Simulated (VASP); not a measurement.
A run of VASP 6.6.1 is set up as follows.

POSCAR

```
KI
1.0
    4.2911966600      0.0000000000      0.0000000000
    0.0000000000      4.2911966600      0.0000000000
    0.0000000000      0.0000000000      4.2911966600
I K
1 1
Direct
    0.5000000000      0.5000000000      0.5000000000
    0.0000000000      0.0000000000      0.0000000000
```

File INCAR.step1:

```
SYSTEM = KI
  PREC = Accurate
  ENCUT = 520
  EDIFF = 1E-5
  ISMEAR = -1
  SIGMA = 0.05
  LREAL = .FALSE.
  LASPH = .TRUE.
  NELM = 60
  ALGO = Normal
  ISIF = 2
  LWAVE = .TRUE.
  GGA = PE
  NBANDS = 15
```

Contents of INCAR.step2:

```
SYSTEM = KI
  PREC = Accurate
  ENCUT = 520
  EDIFF = 1E-7
  ISMEAR = -1
  SIGMA = 0.05
  LREAL = .FALSE.
  LASPH = .TRUE.
  NELM = 60
  ALGO = Normal
  ISIF = 2
  LWAVE = .FALSE.
  LCHARG = .TRUE.
  GGA = PE
  LHFCALC = .TRUE.
  AEXX = 0.15
  HFSCREEN = 0.2
  PRECFOCK = Normal
  LELF = .TRUE.
  LVHAR = .TRUE.
  ISTART = 1
  NBANDS = 15
```

Contents of KPOINTS:

```
regular mesh
0
G
  3 3 3
  0 0 0
```

Potentials or basis: VASP PAW PBE potentials, release 64 (I, K_sv).

The run is started by

```console
$ cat potpaw_PBE.64/I/POTCAR potpaw_PBE.64/K_sv/POTCAR > POTCAR
$ cp INCAR.step1 INCAR
$ mpirun -np 1 vasp_std > vasp.out
$ cp INCAR.step2 INCAR
$ mpirun -np 1 vasp_std > vasp.out
```

**Question.** What does it give for the band gap on the k mesh?

**Answer.** 4.05 eV (least direct gap 4.29 eV).

**Question.** What does it give for the pressure?

**Answer.** 0.6 GPa.

Caveat: the k points lie up to 0.49 Å⁻¹ apart; the PAW data sets were made with another functional, which shifts forces and pressure a little; spin-orbit coupling is left out, which moves the levels of the heavy elements; an odd mesh through Γ misses points on the zone boundary, where band edges can lie.
